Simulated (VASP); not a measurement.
# Tl (P6_3/mmc) in VASP: notebook, part 2 of 3

VASP 6.6.1.

## 4. Single point, PBE (strain +0.040 along x and y, +0.000 along z)

INCAR reads:

```
SYSTEM = Tl
  PREC = Accurate
  ENCUT = 520
  EDIFF = 1E-7
  ISMEAR = 0
  SIGMA = 0.15
  LREAL = .FALSE.
  LASPH = .TRUE.
  NELM = 80
  ALGO = Fast
  ISIF = 2
  LWAVE = .FALSE.
  LCHARG = .FALSE.
  GGA = PE
  NBANDS = 20
```

KPOINTS reads:

```
Automatic mesh
0
G
  18 18 10
  0 0 0
```

POSCAR reads:

```
Tl
1.0
    3.5942382908      0.0000000000      0.0000000000
   -1.7971191454      3.1127016671      0.0000000000
    0.0000000000      0.0000000000      5.5250000000
Tl
2
Direct
    0.3333333333      0.6666666667      0.2500000000
    0.6666666667      0.3333333333      0.7500000000
```

Potentials or basis: VASP PAW PBE potentials, release 64 (Tl_d).

Started as:

```bash
$ cat potpaw_PBE.64/Tl_d/POTCAR > POTCAR
$ mpirun -np 1 vasp_std > vasp.out
```

OUTCAR:

```text
SYSTEM = Tl
   PREC = Accurate
   ENCUT = 520
   EDIFF = 1E-7
   ISMEAR = 0
   LREAL = .FALSE.
   LASPH = .TRUE.
   NELM = 80
   ISIF = 2
   GGA = PE

 ion  position               nearest neighbor table
   1  0.333  0.667  0.250-   2 3.46   2 3.46   2 3.46   2 3.46   2 3.46   2 3.46
   2  0.667  0.333  0.750-   1 3.46   1 3.46   1 3.46   1 3.46   1 3.46   1 3.46

  LATTYP: Found a hexagonal cell.
 ALAT       =     3.5942382908
 C/A-ratio  =     1.5371824440

  Lattice vectors:

 A1 = (   3.5942382908,   0.0000000000,   0.0000000000)
 A2 = (  -1.7971191454,   3.1127016671,   0.0000000000)
 A3 = (   0.0000000000,   0.0000000000,   5.5250000000)

Analysis of symmetry for initial positions (statically):
=====================================================================
 Subroutine PRICEL returns:
 Original cell was already a primitive cell.

 Routine SETGRP: Setting up the symmetry group for a
 hexagonal supercell.

 Subroutine GETGRP returns: Found 24 space group operations
 (whereof 12 operations were pure point group operations)
 out of a pool of 24 trial point group operations.

The static configuration has the point symmetry D_3d.
 The point group associated with its full space group is D_6h.

Analysis of symmetry for dynamics (positions and initial velocities):
=====================================================================
 Subroutine PRICEL returns:
 Original cell was already a primitive cell.

 Routine SETGRP: Setting up the symmetry group for a
 hexagonal supercell.

 Subroutine GETGRP returns: Found 24 space group operations
 (whereof 12 operations were pure point group operations)
 out of a pool of 24 trial point group operations.

The dynamic configuration has the point symmetry D_3d.
 The point group associated with its full space group is D_6h.

 Subroutine INISYM returns: Found 24 space group operations
 (whereof 12 operations are pure point group operations),
 and found     1 'primitive' translations

----------------------------------------------------------------------------------------

[... 112 lines left out ...]
     AMIX_MAG =   1.60;   BMIX_MAG =  1.00
  volume/ion in A,a.u.               =      30.91       208.57
  Fermi-wavevector in a.u.,A,eV,Ry     =   1.226612  2.317960 20.470999  1.504576
  Thomas-Fermi vector in A             =   2.361606
   LORBIT       =      0    0 simple, 1 ext, 2 COOP (PROOUT), +10 PAW based schemes
   GGA     = PE    functional components
   LHFCALC =     F    Hartree Fock is set to
   AEXX    =    0.0000 exact exchange contribution
   IVDW    =     0    specifies the selected vdW correction
   LEPSILON=     F    determine dielectric tensor
   LRPA    =     F    only Hartree local field effects (RPA)
 non-spin polarized calculation
 RMM-DIIS sequential band-by-band and
 Gauss-broadening in eV      SIGMA  =   0.15
  energy-cutoff  :      520.00
  volume of cell :       61.81
 maximum number of plane-waves:      1701
 NGX is ok and might be reduce to    28
   NGX = 13   NGY = 13   NGZ = 21

 number of electron      26.0000003 magnetization

 Free energy of the ion-electron system (eV)
  ---------------------------------------------------
  ext. energy  EPLUGINS =         0.00000000
  ---------------------------------------------------
  free energy    TOTEN  =        -4.45558538 eV

  energy without entropy =       -4.44456024  energy(sigma->0) =       -4.45007281

 E-fermi :   5.7954     XC(G=0):  -9.8047

 val. band max:        5.7859572120   @ k =   0.1667   0.1111   0.2000
 cond. band min:       5.8129009226   @ k =   0.2222   0.1667   0.3000
 fundamental gap:      0.0269437106
 Fermi energy:         5.7954172285

 k-point     1 :       0.0000    0.0000    0.0000
  band No.  band energies     occupation
      1      -5.8644      2.00000
      2      -5.6814      2.00000
      3      -5.6814      2.00000
      4      -5.6620      2.00000
      5      -5.6331      2.00000
      6      -5.6331      2.00000
[... 541 lines left out ...]
     19      14.2939      0.00000
     20      14.7579      0.00000

 [... further k-points ...]

------------------------ aborting loop because EDIFF is reached ----------------------------------------

  FORCE on cell =-STRESS in cart. coord.  units (eV):
  Direction    XX          YY          ZZ          XY          YZ          ZX
  --------------------------------------------------------------------------------------
  -------------------------------------------------------------------------------------
  Total        0.1036472      0.1036472      0.3824679      0.0000000     -0.0000000     -0.0000000
  in kB        2.6865298      2.6865298      9.9135448      0.0000000     -0.0000000     -0.0000000
  external PRESSURE =       5.0955348 kB  Pullay stress =       0.0000000 kB

 VOLUME and BASIS-vectors are now :
 -----------------------------------------------------------------------------
  energy-cutoff  :      520.00
  volume of cell :       61.81
      direct lattice vectors                 reciprocal lattice vectors
     3.594238291  0.000000000  0.000000000     0.278223067  0.160632162  0.000000000
    -1.797119145  3.112701667  0.000000000     0.000000000  0.321264325  0.000000000
     0.000000000  0.000000000  5.525000000     0.000000000  0.000000000  0.180995475

 POSITION                                       TOTAL-FORCE (eV/Angst)
 -----------------------------------------------------------------------------------
     -0.00000      2.07513      1.38125        -0.000000      0.000000      0.000000
      1.79712      1.03757      4.14375         0.000000     -0.000000      0.000000
 -----------------------------------------------------------------------------------
    total drift:                                0.000000     -0.000000      0.000000

  FREE ENERGIE OF THE ION-ELECTRON SYSTEM (eV)
  ---------------------------------------------------
  free  energy   TOTEN  =        -4.4555853801 eV

  energy  without entropy=       -4.4445602368  energy(sigma->0) =       -4.45007281
```

stdout:

```text
POSCAR found type information on POSCAR Tl
 POSCAR found :  1 types and       2 ions
 scaLAPACK will be used
 LDA part: xc-table for (Slater+PW92), standard interpolation
 POSCAR, INCAR and KPOINTS ok, starting setup
 FFT: planning ... GRIDC
 FFT: planning ... GRID_SOFT
 FFT: planning ... GRID
 WAVECAR not read
 entering main loop
```

It took 2.9 min on 1 thread of AMD EPYC 7R13 (Zen 3), shared host; peak memory 0.31 GiB.

What came out:

```yaml
Free_energy: -4.4556 eV
Pressure: 0.5 GPa
Band_gap_on_the_k_mesh: zero (bands 13 and 14 overlap by 5.67 eV)
```

Caveat: the cell differs from its parent crystal (strain +0.040 along x and y, +0.000 along z); spin-orbit coupling is left out, which moves the levels of the heavy elements.

## 5. Single point, PBE (strain +0.080 along x and y, -0.040 along z)

INCAR reads:

```
SYSTEM = Tl
PREC = Accurate ; ENCUT = 520
EDIFF = 1E-7 ; ISMEAR = 0
SIGMA = 0.15 ; LREAL = .False.
LASPH = .True. ; NELM = 60
ALGO = Fast ; ISIF = 2
LWAVE = .False. ; LCHARG = .False.
GGA = PE ; NBANDS = 20
```

KPOINTS reads:

```
regular mesh
0
Gamma
  18 18 10
  0 0 0
```

POSCAR reads:

```
Tl
1.0
    3.7324782250      0.0000000000      0.0000000000
   -1.8662391125      3.2324209619      0.0000000000
    0.0000000000      0.0000000000      5.3040000000
Tl
2
Direct
    0.3333333333      0.6666666667      0.2500000000
    0.6666666667      0.3333333333      0.7500000000
```

Potentials or basis: VASP PAW PBE potentials, release 64 (Tl_d).

Started as:

```bash
$ cat potpaw_PBE.64/Tl_d/POTCAR > POTCAR
$ mpirun -np 1 vasp_std > vasp.out
```

OUTCAR:

```text
SYSTEM = Tl
   PREC = Accurate
   ENCUT = 520
   EDIFF = 1E-7
   ISMEAR = 0
   LREAL = .False.
   LASPH = .True.
   NELM = 60
   ISIF = 2
   GGA = PE

 ion  position               nearest neighbor table
   1  0.333  0.667  0.250-   2 3.42   2 3.42   2 3.42   2 3.42   2 3.42   2 3.42
   2  0.667  0.333  0.750-   1 3.42   1 3.42   1 3.42   1 3.42   1 3.42   1 3.42

  LATTYP: Found a hexagonal cell.
 ALAT       =     3.7324782250
 C/A-ratio  =     1.4210397704

  Lattice vectors:

 A1 = (   3.7324782250,   0.0000000000,   0.0000000000)
 A2 = (  -1.8662391125,   3.2324209619,   0.0000000000)
 A3 = (   0.0000000000,   0.0000000000,   5.3040000000)

Analysis of symmetry for initial positions (statically):
=====================================================================
 Subroutine PRICEL returns:
 Original cell was already a primitive cell.

 Routine SETGRP: Setting up the symmetry group for a
 hexagonal supercell.

 Subroutine GETGRP returns: Found 24 space group operations
 (whereof 12 operations were pure point group operations)
 out of a pool of 24 trial point group operations.

The static configuration has the point symmetry D_3d.
 The point group associated with its full space group is D_6h.
[... 161 lines left out ...]

  energy without entropy =       -4.41979921  energy(sigma->0) =       -4.42615710

 E-fermi :   5.4931     XC(G=0):  -9.6284

 val. band max:        5.4857650505   @ k =   0.3333   0.0000   0.0000
 cond. band min:       5.4948220246   @ k =   0.3333   0.2222   0.2000
 fundamental gap:      0.0090569741
 Fermi energy:         5.4931195859

 k-point     1 :       0.0000    0.0000    0.0000
  band No.  band energies     occupation
      1      -6.1617      2.00000
      2      -6.0105      2.00000
      3      -6.0105      2.00000
      4      -5.9779      2.00000
      5      -5.9779      2.00000
      6      -5.9244      2.00000
[... 541 lines left out ...]
     19      13.6219      0.00000
     20      13.8693      0.00000

 [... further k-points ...]

------------------------ aborting loop because EDIFF is reached ----------------------------------------

  FORCE on cell =-STRESS in cart. coord.  units (eV):
  Direction    XX          YY          ZZ          XY          YZ          ZX
  --------------------------------------------------------------------------------------
  -------------------------------------------------------------------------------------
  Total       -0.2400427     -0.2400427      0.3629055      0.0000000      0.0000000      0.0000000
  in kB       -6.0099421     -6.0099421      9.0860562      0.0000000      0.0000000      0.0000000
  external PRESSURE =      -0.9779427 kB  Pullay stress =       0.0000000 kB

 VOLUME and BASIS-vectors are now :
 -----------------------------------------------------------------------------
  energy-cutoff  :      520.00
  volume of cell :       63.99
      direct lattice vectors                 reciprocal lattice vectors
     3.732478225  0.000000000  0.000000000     0.267918509  0.154682823  0.000000000
    -1.866239112  3.232420962  0.000000000     0.000000000  0.309365646  0.000000000
     0.000000000  0.000000000  5.304000000     0.000000000  0.000000000  0.188536953

 POSITION                                       TOTAL-FORCE (eV/Angst)
 -----------------------------------------------------------------------------------
     -0.00000      2.15495      1.32600        -0.000000      0.000000      0.000000
      1.86624      1.07747      3.97800         0.000000     -0.000000      0.000000
 -----------------------------------------------------------------------------------
    total drift:                                0.000000     -0.000000      0.000000

  FREE ENERGIE OF THE ION-ELECTRON SYSTEM (eV)
  ---------------------------------------------------
  free  energy   TOTEN  =        -4.4325149894 eV

  energy  without entropy=       -4.4197992109  energy(sigma->0) =       -4.42615710
```

Wall time 3.1 min (1 thread of AMD EPYC 7R13 (Zen 3), shared host); peak memory 0.31 GiB.

Results:

* Free energy: -4.4325 eV
* Pressure: -0.1 GPa
* Band gap on the k mesh: zero (bands 13 and 14 overlap by 6.42 eV)

Caveat: the cell differs from its parent crystal (strain +0.080 along x and y, -0.040 along z); spin-orbit coupling is left out, which moves the levels of the heavy elements.

(Part 2 of 3 ends here.)
